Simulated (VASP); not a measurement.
Runs of VASP 6.6.1 on InSb. The structure is that of space group Fm-3m (No. 225), or close to it. The cells are those of the table. 

```tsv
cell	gap on the mesh (eV)	pressure (GPa)
a = 4.564 Å, angles 60.0°, 2 atoms	none	-6.9
a = 4.129 Å, angles 60.0°, 2 atoms	none	(b)
a = 4.184, b = 4.184, c = 4.129 Å, angles 60.4, 60.4, 59.1°, 2 atoms	none	5.1
a = 4.293, b = 4.293, c = 4.238 Å, angles 60.4, 60.4, 59.2°, 2 atoms	none	(a)
a = 4.184, b = 4.184, c = 4.238 Å, angles 59.6, 59.6, 60.9°, 2 atoms	none	3.2
```

Alike in all rows: task single point; level PBEsol; potentials or basis VASP PAW PBE potentials, release 64 (In_d, Sb); no spin polarisation; k mesh 14 × 14 × 14; cutoff (eV) 520; smearing gaussian 0.15 eV.

Question: Estimate the missing entries.

Answer: (a) -0.1; (b) 7.2.

Caveats: the PAW data sets were made with another functional, which shifts forces and pressure a little; spin-orbit coupling is left out, which moves the levels of the heavy elements; the cell stands under pressure (at least some runs); the cell stands under tension (at least some runs).

A k mesh can miss the band edges, and the runs leave out spin-orbit coupling on In, Sb.

A gap of «none» marks levels without a gap at the run's occupations.
